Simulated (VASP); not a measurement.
# K2ScTlF6 (Fm-3m) in VASP: single point with LDA

Aim: the single point of K2ScTlF6 with LDA.

Everything below comes from runs of VASP 6.6.1. Logs are shortened: lines on timing, memory, paths and dates and some standing lists are left out, and cuts for length are marked.

### 1 The cell of the first run

Symmetry: Fm-3m, No. 225, cubic system. The conventional cell has a = 9.347 Å, b = 9.347 Å, c = 9.347 Å, α = 90.00°, β = 90.00°, γ = 90.00°. K (site symmetry -43m) has 12 F at 3.32 Å and 4 Sc at 4.05 Å and 4 Tl at 4.05 Å within 4.4 Å. Within 2.7 Å of Sc (site symmetry m-3m) lie 6 F at 2.03 Å. Tl (site symmetry m-3m) has 6 F at 2.64 Å within 3.5 Å. F (site symmetry 4mm) has 1 Sc at 2.03 Å and 1 Tl at 2.64 Å within 2.7 Å.

### 2 Single point, LDA

POSCAR reads:

```
K2ScTlF6
1.0
    0.0000000000      4.6736410000      4.6736410000
    4.6736410000      0.0000000000      4.6736410000
    4.6736410000      4.6736410000      0.0000000000
K Sc Tl F
2 1 1 6
Direct
    0.7500000000      0.7500000000      0.7500000000
    0.2500000000      0.2500000000      0.2500000000
    0.0000000000      0.0000000000      0.0000000000
    0.5000000000      0.5000000000      0.5000000000
    0.7826000000      0.2174000000      0.2174000000
    0.2174000000      0.2174000000      0.7826000000
    0.2174000000      0.7826000000      0.7826000000
    0.2174000000      0.7826000000      0.2174000000
    0.7826000000      0.2174000000      0.7826000000
    0.7826000000      0.7826000000      0.2174000000
```

INCAR.step1 reads:

```
PREC = Accurate
ENCUT = 520
EDIFF = 1E-6
ISMEAR = 0
SIGMA = 0.05
LREAL = False
LASPH = True
NELM = 80
ALGO = Normal
ISIF = 2
LWAVE = False
LCHARG = True
LMAXMIX = 4
GGA = CA
NBANDS = 53
```

KPOINTS.step1 reads:

```
regular mesh
0
Gamma
  6 6 6
```

INCAR.step2 reads:

```
PREC = Accurate
ENCUT = 520
EDIFF = 1E-6
ISMEAR = -5
SIGMA = 0.05
LREAL = False
LASPH = True
NELM = 80
ALGO = Normal
ISIF = 2
LWAVE = False
LCHARG = False
LMAXMIX = 4
GGA = CA
LORBIT = 11
NEDOS = 1001
ICHARG = 11
```

KPOINTS.step2 reads:

```
regular mesh
0
Gamma
  9 9 9
```

Potentials or basis: VASP PAW LDA potentials, release 64 (K_sv, Sc_sv, Tl_d, F).

The run is started by

```bash
$ cat potpaw_LDA.64/K_sv/POTCAR potpaw_LDA.64/Sc_sv/POTCAR potpaw_LDA.64/Tl_d/POTCAR potpaw_LDA.64/F/POTCAR > POTCAR
$ cp INCAR.step1 INCAR
$ cp KPOINTS.step1 KPOINTS
$ mpirun -np 1 vasp_std > vasp.out
$ cp INCAR.step2 INCAR
$ cp KPOINTS.step2 KPOINTS
$ mpirun -np 1 vasp_std > vasp.out
```

OUTCAR:

```text
PREC = Accurate
   ENCUT = 520
   EDIFF = 1E-6
   ISMEAR = -5
   LREAL = False
   LASPH = True
   NELM = 80
   ISIF = 2
   GGA = CA
   LORBIT = 11
   ICHARG = 11

 ion  position               nearest neighbor table
   1  0.750  0.750  0.750-
   2  0.250  0.250  0.250-
   3  0.000  0.000  0.000-   5 2.03   6 2.03   7 2.03   8 2.03   9 2.03  10 2.03
   4  0.500  0.500  0.500-   5 2.64   6 2.64   7 2.64   8 2.64   9 2.64  10 2.64
   5  0.783  0.217  0.217-   3 2.03   4 2.64
   6  0.217  0.217  0.783-   3 2.03   4 2.64
   7  0.217  0.783  0.783-   3 2.03   4 2.64
   8  0.217  0.783  0.217-   3 2.03   4 2.64
   9  0.783  0.217  0.783-   3 2.03   4 2.64
  10  0.783  0.783  0.217-   3 2.03   4 2.64

  LATTYP: Found a face centered cubic cell.
 ALAT       =     9.3472820000

  Lattice vectors:

 A1 = (   0.0000000000,   4.6736410000,   4.6736410000)
 A2 = (   4.6736410000,   0.0000000000,   4.6736410000)
 A3 = (   4.6736410000,   4.6736410000,   0.0000000000)

Analysis of symmetry for initial positions (statically):
=====================================================================
 Subroutine PRICEL returns:
 Original cell was already a primitive cell.

 Routine SETGRP: Setting up the symmetry group for a
 face centered cubic supercell.

 Subroutine GETGRP returns: Found 48 space group operations
 (whereof 48 operations were pure point group operations)
 out of a pool of 48 trial point group operations.

The static configuration has the point symmetry O_h .

Analysis of symmetry for dynamics (positions and initial velocities):
=====================================================================
 Subroutine PRICEL returns:
 Original cell was already a primitive cell.

 Routine SETGRP: Setting up the symmetry group for a
 face centered cubic supercell.

 Subroutine GETGRP returns: Found 48 space group operations
 (whereof 48 operations were pure point group operations)
 out of a pool of 48 trial point group operations.

The dynamic configuration has the point symmetry O_h .

 Subroutine INISYM returns: Found 48 space group operations
 (whereof 48 operations are pure point group operations),
 and found     1 'primitive' translations

----------------------------------------------------------------------------------------

                                     Primitive cell

  volume of cell :     204.1719

  direct lattice vectors                    reciprocal lattice vectors
     0.000000000  4.673641000  4.673641000    -0.106982971  0.106982971  0.106982971
     4.673641000  0.000000000  4.673641000     0.106982971 -0.106982971  0.106982971
     4.673641000  4.673641000  0.000000000     0.106982971  0.106982971 -0.106982971

  length of vectors
     6.609526488  6.609526488  6.609526488     0.185299941  0.185299941  0.185299941

  position of ions in fractional coordinates (direct lattice)
     0.750000000  0.750000000  0.750000000
     0.250000000  0.250000000  0.250000000
     0.000000000  0.000000000  0.000000000
     0.500000000  0.500000000  0.500000000
     0.782600000  0.217400000  0.217400000
     0.217400000  0.217400000  0.782600000
     0.217400000  0.782600000  0.782600000
     0.217400000  0.782600000  0.217400000
     0.782600000  0.217400000  0.782600000
     0.782600000  0.782600000  0.217400000

  ion indices of the primitive-cell ions
   primitive index   ion index
                 1           1
                 2           2
                 3           3
                 4           4
                 5           5
                 6           6
                 7           7
                 8           8
                 9           9
                10          10

----------------------------------------------------------------------------------------

 KPOINTS: regular mesh

Automatic generation of k-mesh.
 Grid dimensions read from file:
 generate k-points for:    9    9    9

 Generating k-lattice:

  Cartesian coordinates                     Fractional coordinates (reciprocal lattice)
    -0.011886997  0.011886997  0.011886997     0.111111111  0.000000000  0.000000000
     0.011886997 -0.011886997  0.011886997     0.000000000  0.111111111  0.000000000
     0.011886997  0.011886997 -0.011886997     0.000000000  0.000000000  0.111111111

  Length of vectors
     0.020588882  0.020588882  0.020588882

  Shift w.r.t. Gamma in fractional coordinates (k-lattice)
     0.000000000  0.000000000  0.000000000

 TETIRR: Found    115 inequivalent tetrahedra from     4374

 Subroutine IBZKPT returns following result:
 ===========================================

 Found     35 irreducible k-points:

 Following reciprocal coordinates:
            Coordinates               Weight
  0.000000  0.000000  0.000000      1.000000
  0.111111  0.000000  0.000000      8.000000
  0.222222  0.000000  0.000000      8.000000
  0.333333  0.000000  0.000000      8.000000
  0.444444  0.000000  0.000000      8.000000
  0.111111  0.111111  0.000000      6.000000
[... 16 lines left out ...]
 -0.333333  0.333333  0.000000     12.000000
  0.444444  0.444444  0.000000      6.000000
 [... further k-points ...]
   k-points           NKPTS =     35   k-points in BZ     NKDIM =     35   number of bands    NBANDS=     50
   number of dos      NEDOS =   1001   number of ions     NIONS =     10
   total plane-waves  NPLWV = 125000
   dimension x,y,z NGX =    50 NGY =   50 NGZ =   50
   dimension x,y,z NGXF=   100 NGYF=  100 NGZF=  100
   ions per type =               2   1   1   6
   NGX,Y,Z   is equivalent  to a cutoff of  12.58, 12.58, 12.58 a.u.
   NGXF,Y,Z  is equivalent  to a cutoff of  25.15, 25.15, 25.15 a.u.
 SYSTEM =  unknown system
   PREC   = accura    normal or accurate (medium, high low for compatibility)
   ISTART =      0    job   : 0-new  1-cont  2-samecut
   ICHARG =     11    charge: 1-file 2-atom 10-const
   ISPIN  =      1    spin polarized calculation?
   LNONCOLLINEAR =      F non collinear calculations
   LSORBIT =      F    spin-orbit coupling
   LASPH  =      T    aspherical Exc in radial PAW
   ENCUT  =  520.0 eV  38.22 Ry    6.18 a.u.  12.29 12.29 12.29*2*pi/ulx,y,z
   NELM   =     80;   NELMIN=  2; NELMDL=  0     # of ELM steps
   EDIFF  = 0.1E-05   stopping-criterion for ELM
   LREAL  =      F    real-space projection
[... 7 lines left out ...]
   TEBEG  =    0.0;   TEEND  =   0.0 temperature during run
   PSTRESS=    0.0 pullay stress
   NELECT =      84.0000    total number of electrons
   NUPDOWN=      -1.0000    fix difference up-down
   EMIN   =  10.00;   EMAX   =-10.00  energy-range for DOS
   EFERMI =   0.00;   METHOD = LEGACY
   ISMEAR =    -5;   SIGMA  =   0.05  broadening in eV -4-tet -1-fermi 0-gaus
   EFERMI_NEDOS =   21; number of points for ismear=-14 and -15
   IALGO  =     38    algorithm
   IMIX   =      4    mixing-type and parameters
     AMIX     =   0.40;   BMIX     =  1.00
     AMIX_MAG =   1.60;   BMIX_MAG =  1.00
  volume/ion in A,a.u.               =      20.42       137.78
  Fermi-wavevector in a.u.,A,eV,Ry     =   1.217594  2.300919 20.171123  1.482536
  Thomas-Fermi vector in A             =   2.352909
   LORBIT       =     11    0 simple, 1 ext, 2 COOP (PROOUT), +10 PAW based schemes
   GGA     = CA    functional components
   LHFCALC =     F    Hartree Fock is set to
   AEXX    =    0.0000 exact exchange contribution
   IVDW    =     0    specifies the selected vdW correction
   LEPSILON=     F    determine dielectric tensor
   LRPA    =     F    only Hartree local field effects (RPA)
 non-spin polarized calculation
 Fermi weights with tetrahedron method with Bloechl corrections
  energy-cutoff  :      520.00
  volume of cell :      204.17
 maximum number of plane-waves:      5577
 NGX is ok and might be reduce to    50

 number of electron      84.0000012 magnetization

 Free energy of the ion-electron system (eV)
  ---------------------------------------------------
  ext. energy  EPLUGINS =         0.00000000
  ---------------------------------------------------
  free energy    TOTEN  =       -55.73675115 eV

  energy without entropy =      -55.73675115  energy(sigma->0) =      -55.73675115

 E-fermi :  -1.1561     XC(G=0):  -8.7471

 val. band max:       -1.1698331598   @ k =   0.4444   0.0000   0.0000
 cond. band min:       3.2883343756   @ k =   0.4444   0.0000   0.0000
 fundamental gap:      4.4581675354
 Fermi energy:        -1.1561006202

 k-point     1 :       0.0000    0.0000    0.0000
  band No.  band energies     occupation
      1     -47.9410      2.00000
      2     -29.4073      2.00000
      3     -29.4022      2.00000
      4     -27.1851      2.00000
      5     -27.1851      2.00000
      6     -27.1851      2.00000
[... 42 lines left out ...]
     49       4.5201      0.00000
     50       5.8190      0.00000

 k-point     2 :       0.1111    0.0000    0.0000
  band No.  band energies     occupation
      1     -47.9410      2.00000
      2     -29.4071      2.00000
      3     -29.4024      2.00000
      4     -27.1852      2.00000
      5     -27.1851      2.00000
      6     -27.1851      2.00000
[... 42 lines left out ...]
     49       4.7601      0.00000
     50       5.9043      0.00000

 k-point     3 :       0.2222    0.0000    0.0000
  band No.  band energies     occupation
      1     -47.9410      2.00000
      2     -29.4066      2.00000
      3     -29.4028      2.00000
      4     -27.1853      2.00000
      5     -27.1851      2.00000
      6     -27.1851      2.00000
[... 42 lines left out ...]
     49       5.1239      0.00000
     50       6.1076      0.00000

 k-point     4 :       0.3333    0.0000    0.0000
  band No.  band energies     occupation
      1     -47.9410      2.00000
      2     -29.4059      2.00000
      3     -29.4034      2.00000
      4     -27.1854      2.00000
      5     -27.1851      2.00000
      6     -27.1851      2.00000
[... 999 lines left out ...]
 k-point    23 :      -0.3333    0.3333    0.0000
  band No.  band energies     occupation
      1     -47.9410      2.00000
      2     -29.4046      2.00000
      3     -29.4046      2.00000
      4     -27.1854      2.00000
      5     -27.1851      2.00000
      6     -27.1851      2.00000
[... 42 lines left out ...]
     49       6.0483      0.00000
     50       6.3587      0.00000

 k-point    24 :       0.4444    0.4444    0.0000
  band No.  band energies     occupation
      1     -47.9410      2.00000
      2     -29.4055      2.00000
      3     -29.4037      2.00000
      4     -27.1852      2.00000
      5     -27.1852      2.00000
      6     -27.1851      2.00000
[... 42 lines left out ...]
     49       6.0051      0.00000
     50       6.3657      0.00000

 [... further k-points ...]

------------------------ aborting loop because EDIFF is reached ----------------------------------------

  FORCE on cell =-STRESS in cart. coord.  units (eV):
  Direction    XX          YY          ZZ          XY          YZ          ZX
  --------------------------------------------------------------------------------------
  -------------------------------------------------------------------------------------
  Total       -5.8743028     -5.8743028     -5.8743028     -0.0000000     -0.0000000      0.0000000
  in kB      -46.0968096    -46.0968096    -46.0968096     -0.0000000     -0.0000000      0.0000000
  external PRESSURE =     -46.0968096 kB  Pullay stress =       0.0000000 kB

 VOLUME and BASIS-vectors are now :
 -----------------------------------------------------------------------------
  energy-cutoff  :      520.00
  volume of cell :      204.17
      direct lattice vectors                 reciprocal lattice vectors
     0.000000000  4.673641000  4.673641000    -0.106982971  0.106982971  0.106982971
     4.673641000  0.000000000  4.673641000     0.106982971 -0.106982971  0.106982971
     4.673641000  4.673641000  0.000000000     0.106982971  0.106982971 -0.106982971

 POSITION                                       TOTAL-FORCE (eV/Angst)
 -----------------------------------------------------------------------------------
      7.01046      7.01046      7.01046         0.000000     -0.000000      0.000000
      2.33682      2.33682      2.33682        -0.000000     -0.000000     -0.000000
      0.00000      0.00000      0.00000         0.000000      0.000000      0.000000
      4.67364      4.67364      4.67364         0.000000      0.000000      0.000000
      2.03210      4.67364      4.67364        -0.263010      0.000000      0.000000
      4.67364      4.67364      2.03210         0.000000      0.000000     -0.263010
      7.31518      4.67364      4.67364         0.263010      0.000000      0.000000
      4.67364      2.03210      4.67364         0.000000     -0.263010      0.000000
      4.67364      7.31518      4.67364         0.000000      0.263010      0.000000
      4.67364      4.67364      7.31518         0.000000      0.000000      0.263010
 -----------------------------------------------------------------------------------
    total drift:                               -0.000000     -0.000000      0.000000

  FREE ENERGIE OF THE ION-ELECTRON SYSTEM (eV)
  ---------------------------------------------------
  free  energy   TOTEN  =       -55.7367511496 eV

  energy  without entropy=      -55.7367511496  energy(sigma->0) =      -55.73675115

 total charge

# of ion       s       p       d       tot
------------------------------------------
    1        1.945   5.552   0.007   7.505
    2        1.945   5.552   0.007   7.505
    3        2.207   6.266   1.007   9.480
    4        1.308   0.126   9.681  11.116
    5        1.729   4.322   0.000   6.051
    6        1.729   4.322   0.000   6.051
    7        1.729   4.322   0.000   6.051
    8        1.729   4.322   0.000   6.051
    9        1.729   4.322   0.000   6.051
   10        1.729   4.322   0.000   6.051
--------------------------------------------------
tot         17.780  43.430  10.703  71.913
```

Run time: 4.9 min. Hardware: 1 thread of AMD EPYC 9R45 (Zen 5), shared host; peak memory 0.44 GiB.

Results:

```yaml
Valence_electrons_inside_the_program's_atomic_spheres: K 7.50; Sc 9.48; Tl 11.12; F 6.05
```

Levels at points of the mesh, in eV from the valence-band top:
| k point | band 38 | band 39 | band 40 | band 41 | band 42 | band 43 | band 44 | band 45 | band 46 | band 47 |
| --- | --- | --- | --- | --- | --- | --- | --- | --- | --- | --- |
| (0.00, 0.00, 0.00) | -2.15 | -1.77 | -1.77 | -1.77 | -0.66 | 4.92 | 5.33 | 5.33 | 5.33 | 5.69 |

Caveat: spin-orbit coupling is left out, which moves the levels of the heavy elements.
